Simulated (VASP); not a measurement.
Wanted: the native input for a VASP 6.6.1 run.

- Task: single point
- Functional: PBE
- Potentials or basis: VASP PAW PBE potentials, release 64 (Sr_sv, Ti_sv, O)
- Cutoff: 520 eV
- k mesh: 8 × 8 × 8
- Occupations: gaussian, width 0.02 eV
- Spin: no spin polarisation
- Hubbard terms: Ti d U = 4.0 eV
- Dipole correction: no
- Further INCAR settings: ALGO = Normal; EDIFF = 1e-06; NBANDS = 28

The structure of SrTiO3 lies in POSCAR:

```
SrTiO3
1.0
    3.7757023506      0.0000000000      0.0000000000
    0.0000000000      3.7757023506      0.0000000000
    0.0000000000      0.0000000000      3.7757023506
Sr Ti O
1 1 3
Direct
    0.0000000000      0.0000000000      0.0000000000
    0.5000000000      0.5000000000      0.5000000000
    0.5000000000      0.0000000000      0.5000000000
    0.5000000000      0.5000000000      0.0000000000
    0.0000000000      0.5000000000      0.5000000000
```

These files were run (other wordings do the same):

INCAR

```
  ALGO = Normal
  EDIFF = 1E-6
  ENCUT = 520
  GGA = PE
  ISIF = 2
  ISMEAR = 0
  LASPH = T
  LCHARG = T
  LDAU = T
  LDAUJ = 0 0 0
  LDAUL = -1 2 -1
  LDAUPRINT = 1
  LDAUTYPE = 2
  LDAUU = 0 4 0
  LELF = T
  LMAXMIX = 4
  LREAL = F
  LVHAR = T
  LWAVE = F
  NBANDS = 28
  NELM = 150
  PREC = Accurate
  SIGMA = 0.02
```

KPOINTS

```
k-points
0
Gamma
  8 8 8
```

Potentials or basis: VASP PAW PBE potentials, release 64 (Sr_sv, Ti_sv, O).

The run is started by

```console
$ cat potpaw_PBE.64/Sr_sv/POTCAR potpaw_PBE.64/Ti_sv/POTCAR potpaw_PBE.64/O/POTCAR > POTCAR
$ mpirun -np 1 vasp_std > vasp.out
```

Results of the run:

* Pressure: 34.0 GPa
* Band gap on the k mesh: 2.59 eV, indirect (least direct gap 2.94 eV)

Wall time 23 s on 1 thread of Intel(R) Xeon(R) 6975P-C (Granite Rapids), on a shared host, peak memory 0.19 GiB.
